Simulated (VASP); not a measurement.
Hf, 1 atom in the cell. It takes space group Fm-3m (No. 225, cubic). The conventional cell has a = 4.469 Å, b = 4.469 Å, c = 4.469 Å, α = 90.00°, β = 90.00°, γ = 90.00°. Within 4.2 Å of Hf (site symmetry m-3m) lie 12 Hf at 3.16 Å. This isn't the form of Hf at room conditions, which is hcp.

| Item | Value |
| --- | --- |
| Program | VASP 6.6.1 |
| Task | electric field gradients |
| Functional | PBE |
| Potentials or basis | VASP PAW PBE potentials, release 64 (Hf_pv) |
| Cutoff | 400 eV |
| k mesh | 13 × 13 × 13 |
| Occupations | fermi-dirac, width 0.03 eV |
| Spin | no spin polarisation |
| Dipole correction | no |
| Further INCAR settings | ALGO = Normal; EDIFF = 1e-08; NBANDS = 11 |

Potentials or basis: VASP PAW PBE potentials, release 64 (Hf_pv).

Launch:

```sh
$ cat potpaw_PBE.64/Hf_pv/POTCAR > POTCAR
$ mpirun -np 1 vasp_std > vasp.out
```

Hardware: 1 thread of AMD EPYC 9R45 96-Core Processor (Zen 5) (shared host).

Task: How long does it take, and how much memory?

Result: Wall time 10 s on 1 thread of AMD EPYC 9R45 96-Core Processor (Zen 5), on a shared host, peak memory 0.11 GiB. Counts: scf iterations 12, k points 84.
